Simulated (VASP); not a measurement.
# O2C in VASP: further runs

Runs on O2C. Level: PBE. Tasks: single point, relaxation of the atoms.

Everything below comes from runs of VASP 6.6.1. Logs are shortened: lines on timing, memory, paths and dates and some standing lists are left out, and cuts for length are marked.

### 1 The cell of the first run

The cell holds a molecule in a box, 3 atoms: a = 15.000 Å, b = 15.500 Å, c = 16.000 Å, α = 90.00°, β = 90.00°, γ = 90.00°.

### 2 Single point, PBE

The input, INCAR:

```
SYSTEM = CO2
ALGO = Normal
EDIFF = 1E-6
ENCUT = 520
GGA = PE
ISIF = 2
ISMEAR = 0
ISYM = 0
LASPH = .TRUE.
LCHARG = .TRUE.
LELF = .TRUE.
LREAL = .FALSE.
LVHAR = .TRUE.
LWAVE = .FALSE.
NBANDS = 15
NELM = 60
PREC = Accurate
SIGMA = 0.005
```

The input, KPOINTS:

```
k-points
0
G
  1 1 1
  0 0 0
```

The input, POSCAR:

```
CO2
1.0
   15.0000000000      0.0000000000      0.0000000000
    0.0000000000     15.5000000000      0.0000000000
    0.0000000000      0.0000000000     16.0000000000
O C
2 1
Direct
    0.4302707185      0.5000708590      0.4671478559
    0.5697284209      0.4999266375      0.5328530572
    0.5000008606      0.5000025035      0.4999990870
```

Potentials or basis: VASP PAW PBE potentials, release 64 (O, C).

Launch:

```bash
cat potpaw_PBE.64/O/POTCAR potpaw_PBE.64/C/POTCAR > POTCAR
mpirun -np 1 vasp_gam > vasp.out
```

OUTCAR:

```text
SYSTEM = CO2
   EDIFF = 1E-6
   ENCUT = 520
   GGA = PE
   ISIF = 2
   ISMEAR = 0
   ISYM = 0
   LASPH = .TRUE.
   LREAL = .FALSE.
   NELM = 60
   PREC = Accurate

 ion  position               nearest neighbor table
   1  0.430  0.500  0.467-   3 1.17
   2  0.570  0.500  0.533-   3 1.17
   3  0.500  0.500  0.500-   2 1.17   1 1.17

IMPORTANT INFORMATION: All symmetrisations will be switched off!
NOSYMM: (Re-)initialisation of all symmetry stuff for point group C_1.

----------------------------------------------------------------------------------------

                                     Primitive cell

  volume of cell :    3720.0000

  direct lattice vectors                    reciprocal lattice vectors
    15.000000000  0.000000000  0.000000000     0.066666667  0.000000000  0.000000000
     0.000000000 15.500000000  0.000000000     0.000000000  0.064516129  0.000000000
     0.000000000  0.000000000 16.000000000     0.000000000  0.000000000  0.062500000

  length of vectors
    15.000000000 15.500000000 16.000000000     0.066666667  0.064516129  0.062500000

  position of ions in fractional coordinates (direct lattice)
     0.430270718  0.500070859  0.467147856
     0.569728421  0.499926638  0.532853057
     0.500000861  0.500002503  0.499999087

  ion indices of the primitive-cell ions
   primitive index   ion index
                 1           1
                 2           2
                 3           3

----------------------------------------------------------------------------------------

 KPOINTS: k-points

Automatic generation of k-mesh.
 Grid dimensions read from file:
 generate k-points for:    1    1    1

 Generating k-lattice:

  Cartesian coordinates                     Fractional coordinates (reciprocal lattice)
     0.066666667  0.000000000  0.000000000     1.000000000  0.000000000  0.000000000
     0.000000000  0.064516129  0.000000000     0.000000000  1.000000000  0.000000000
     0.000000000  0.000000000  0.062500000     0.000000000  0.000000000  1.000000000

  Length of vectors
     0.066666667  0.064516129  0.062500000

  Shift w.r.t. Gamma in fractional coordinates (k-lattice)
     0.000000000  0.000000000  0.000000000

 Subroutine IBZKPT returns following result:
 ===========================================

 Found      1 irreducible k-points:

 Following reciprocal coordinates:
            Coordinates               Weight
  0.000000  0.000000  0.000000      1.000000
   k-points           NKPTS =      1   k-points in BZ     NKDIM =      1   number of bands    NBANDS=     15
   number of dos      NEDOS =    301   number of ions     NIONS =      3
   total plane-waves  NPLWV = ******
   dimension x,y,z NGX =   112 NGY =  120 NGZ =  120
   dimension x,y,z NGXF=   224 NGYF=  240 NGZF=  240
   ions per type =               2   1
   NGX,Y,Z   is equivalent  to a cutoff of  12.41, 12.87, 12.47 a.u.
   NGXF,Y,Z  is equivalent  to a cutoff of  24.83, 25.74, 24.94 a.u.
 SYSTEM =  CO2
   PREC   = accura    normal or accurate (medium, high low for compatibility)
   ISTART =      0    job   : 0-new  1-cont  2-samecut
   ICHARG =      2    charge: 1-file 2-atom 10-const
   ISPIN  =      1    spin polarized calculation?
   LNONCOLLINEAR =      F non collinear calculations
   LSORBIT =      F    spin-orbit coupling
   LASPH  =      T    aspherical Exc in radial PAW
   ENCUT  =  520.0 eV  38.22 Ry    6.18 a.u.  27.89 28.82 29.75*2*pi/ulx,y,z
   NELM   =     60;   NELMIN=  2; NELMDL= -5     # of ELM steps
   EDIFF  = 0.1E-05   stopping-criterion for ELM
   LREAL  =      F    real-space projection
   EDIFFG = 0.1E-04   stopping-criterion for IOM
   NSW    =      0    number of steps for IOM
   IBRION =     -1    ionic relax: 0-MD 1-quasi-New 2-CG
   NFREE  =      0    steps in history (QN), initial steepest desc. (CG)
   ISIF   =      2    stress and relaxation
   ISYM   =      0    0-nonsym 1-usesym 2-fastsym
   POTIM  = 0.5000    time-step for ionic-motion
   TEBEG  =    0.0;   TEEND  =   0.0 temperature during run
   PSTRESS=    0.0 pullay stress
   NELECT =      16.0000    total number of electrons
   NUPDOWN=      -1.0000    fix difference up-down
   EMIN   =  10.00;   EMAX   =-10.00  energy-range for DOS
   EFERMI =   0.00;   METHOD = LEGACY
   ISMEAR =     0;   SIGMA  =   0.01  broadening in eV -4-tet -1-fermi 0-gaus
   EFERMI_NEDOS =   21; number of points for ismear=-14 and -15
   IALGO  =     38    algorithm
   IMIX   =      4    mixing-type and parameters
     AMIX     =   0.40;   BMIX     =  1.00
     AMIX_MAG =   1.60;   BMIX_MAG =  1.00
  volume/ion in A,a.u.               =    1240.00      8367.93
  Fermi-wavevector in a.u.,A,eV,Ry     =   0.266236  0.503114  0.964405  0.070882
  Thomas-Fermi vector in A             =   1.100240
   LORBIT       =      0    0 simple, 1 ext, 2 COOP (PROOUT), +10 PAW based schemes
   GGA     = PE    functional components
   LHFCALC =     F    Hartree Fock is set to
   AEXX    =    0.0000 exact exchange contribution
   IVDW    =     0    specifies the selected vdW correction
   LEPSILON=     F    determine dielectric tensor
   LRPA    =     F    only Hartree local field effects (RPA)
 non-spin polarized calculation
 Gauss-broadening in eV      SIGMA  =   0.01
  energy-cutoff  :      520.00
  volume of cell :     3720.00
 maximum number of plane-waves:     50071
 NGX is ok and might be reduce to   112
   NGX = 55   NGY = 57   NGZ = 59

 number of electron      16.0000005 magnetization

 Free energy of the ion-electron system (eV)
  ---------------------------------------------------
  ext. energy  EPLUGINS =         0.00000000
  ---------------------------------------------------
  free energy    TOTEN  =       -22.96340994 eV

  energy without entropy =      -22.96340994  energy(sigma->0) =      -22.96340994

 E-fermi :  -8.9430     XC(G=0):  -0.2170

 val. band max:       -9.0313411658   @ k =   0.0000   0.0000   0.0000
 cond. band min:      -0.9509968906   @ k =   0.0000   0.0000   0.0000
 fundamental gap:      8.0803442752
 Fermi energy:        -8.9429641410

 k-point     1 :       0.0000    0.0000    0.0000
  band No.  band energies     occupation
      1     -29.1799      2.00000
      2     -28.1704      2.00000
      3     -13.7118      2.00000
      4     -12.6448      2.00000
      5     -12.6447      2.00000
      6     -12.5548      2.00000
      7      -9.0314      2.00000
      8      -9.0313      2.00000
      9      -0.9510      0.00000
     10      -0.4682      0.00000
     11      -0.4682      0.00000
     12       0.1253      0.00000
     13       0.4690      0.00000
     14       0.4920      0.00000
     15       0.5548      0.00000

------------------------ aborting loop because EDIFF is reached ----------------------------------------

  FORCE on cell =-STRESS in cart. coord.  units (eV):
  Direction    XX          YY          ZZ          XY          YZ          ZX
  --------------------------------------------------------------------------------------
  -------------------------------------------------------------------------------------
  Total        1.1053548     -0.0670234      0.2292525     -0.0012596     -0.0006580      0.5891577
  in kB        0.4760684     -0.0288665      0.0987374     -0.0005425     -0.0002834      0.2537460
  external PRESSURE =       0.1819798 kB  Pullay stress =       0.0000000 kB

 VOLUME and BASIS-vectors are now :
 -----------------------------------------------------------------------------
  energy-cutoff  :      520.00
  volume of cell :     3720.00
      direct lattice vectors                 reciprocal lattice vectors
    15.000000000  0.000000000  0.000000000     0.066666667  0.000000000  0.000000000
     0.000000000 15.500000000  0.000000000     0.000000000  0.064516129  0.000000000
     0.000000000  0.000000000 16.000000000     0.000000000  0.000000000  0.062500000

 POSITION                                       TOTAL-FORCE (eV/Angst)
 -----------------------------------------------------------------------------------
      6.45406      7.75110      7.47437        -0.566406      0.000913     -0.284634
      8.54593      7.74886      8.52565         0.567799     -0.000210      0.284952
      7.50001      7.75004      7.99999        -0.001393     -0.000703     -0.000318
 -----------------------------------------------------------------------------------
    total drift:                                0.000006      0.000002     -0.000001

  FREE ENERGIE OF THE ION-ELECTRON SYSTEM (eV)
  ---------------------------------------------------
  free  energy   TOTEN  =       -22.9634099441 eV

  energy  without entropy=      -22.9634099441  energy(sigma->0) =      -22.96340994
```

It took 4.9 min on 1 thread of AMD EPYC 7R13 (Zen 3), shared host; peak memory 2.1 GiB.

What came out:

* Free energy: -22.9634 eV
* Largest force: 0.635 eV/Å
* Gap between the frontier levels: 8.08 eV

Forces in eV/Å, atoms in the order of the input:
```
O   -0.566  0.001 -0.285
O    0.568  0.000  0.285
C   -0.001 -0.001  0.000
```

Levels at points of the mesh, in eV from the valence-band top:
| k point | band 6 | band 7 | band 8 | band 9 | band 10 | band 11 |
| --- | --- | --- | --- | --- | --- | --- |
| (0.00, 0.00, 0.00) | -3.52 | 0.00 | 0.00 | 8.08 | 8.56 | 8.56 |

### 3 Relaxation of the atoms, PBE

The input, INCAR:

```
PREC = Accurate ; ENCUT = 520
EDIFF = 1E-6 ; ISMEAR = 0
SIGMA = 0.005 ; LREAL = False
LASPH = True ; NELM = 80
ALGO = Normal ; ISIF = 2
LWAVE = False ; LCHARG = False
GGA = PE ; IBRION = 2
NSW = 100 ; EDIFFG = -0.01
ISYM = 0
```

The input, KPOINTS:

```
Automatic mesh
0
Gamma
  1 1 1
```

The input, POSCAR:

```
CO2
1.0
   15.0000000000      0.0000000000      0.0000000000
    0.0000000000     15.5000000000      0.0000000000
    0.0000000000      0.0000000000     16.0000000000
O C
2 1
Direct
    0.4311452656      0.4994289404      0.4678858984
    0.5713058875      0.4992361011      0.5339449119
    0.4975488469      0.5013349585      0.4981691897
```

Potentials or basis: VASP PAW PBE potentials, release 64 (O, C).

Launch:

```bash
cat potpaw_PBE.64/O/POTCAR potpaw_PBE.64/C/POTCAR > POTCAR
mpirun -np 1 vasp_gam > vasp.out
```

OUTCAR:

```text
PREC = Accurate
   ENCUT = 520
   EDIFF = 1E-6
   ISMEAR = 0
   LREAL = False
   LASPH = True
   NELM = 80
   ISIF = 2
   GGA = PE
   IBRION = 2
   NSW = 100
   EDIFFG = -0.01
   ISYM = 0

 ion  position               nearest neighbor table
   1  0.431  0.499  0.468-   3 1.11
   2  0.571  0.499  0.534-   3 1.25
   3  0.498  0.501  0.498-   1 1.11   2 1.25

IMPORTANT INFORMATION: All symmetrisations will be switched off!
NOSYMM: (Re-)initialisation of all symmetry stuff for point group C_1.

----------------------------------------------------------------------------------------

                                     Primitive cell

  volume of cell :    3720.0000

  direct lattice vectors                    reciprocal lattice vectors
    15.000000000  0.000000000  0.000000000     0.066666667  0.000000000  0.000000000
[... 226 lines left out ...]

 number of electron      16.0000001 magnetization

------------------------ aborting loop because EDIFF is reached ----------------------------------------
[... 69 lines left out ...]
--------------------------------------- Ionic step       18  -------------------------------------------

 number of electron      16.0000001 magnetization

 Free energy of the ion-electron system (eV)
  ---------------------------------------------------
  ext. energy  EPLUGINS =         0.00000000
  ---------------------------------------------------
  free energy    TOTEN  =       -22.96724527 eV

  energy without entropy =      -22.96724527  energy(sigma->0) =      -22.96724527

 E-fermi :  -8.9743     XC(G=0):  -0.2196

 val. band max:       -9.0271927914   @ k =   0.0000   0.0000   0.0000
 cond. band min:      -0.9758916831   @ k =   0.0000   0.0000   0.0000
 fundamental gap:      8.0513011083
 Fermi energy:        -8.9742927713

 k-point     1 :       0.0000    0.0000    0.0000
  band No.  band energies     occupation
      1     -29.1068      2.00000
      2     -28.0968      2.00000
      3     -13.7464      2.00000
      4     -12.5907      2.00000
      5     -12.5907      2.00000
      6     -12.5574      2.00000
      7      -9.0273      2.00000
      8      -9.0272      2.00000
      9      -0.9759      0.00000
     10      -0.5717      0.00000
     11      -0.5717      0.00000
     12       0.1202      0.00000
[... 28 lines left out ...]
  FREE ENERGIE OF THE ION-ELECTRON SYSTEM (eV)
  ---------------------------------------------------
  free  energy   TOTEN  =       -22.9672452663 eV

  energy  without entropy=      -22.9672452663  energy(sigma->0) =      -22.96724527

 reached required accuracy - stopping structural energy minimisation
```

Wall time 43 min (1 thread of AMD EPYC 7R13 (Zen 3), shared host); peak memory 2.1 GiB.

Results:

| Item | Value |
| --- | --- |
| Free energy | -22.9672 eV |
| Largest force after relaxing | 0.006 eV/Å |
| Gap between the frontier levels | 8.05 eV |

Forces on the atoms (eV/Å):
```
O   -0.005  0.002 -0.004
O    0.002  0.002  0.000
C    0.003 -0.004  0.003
```

Final structure:
```
CELL_PARAMETERS angstrom
15.00000 0.00000 0.00000
0.00000 15.50000 0.00000
0.00000 0.00000 16.00000
ATOMIC_POSITIONS crystal
O 0.42991 0.50005 0.46698
O 0.57009 0.49993 0.53302
C 0.50000 0.50001 0.49999
```
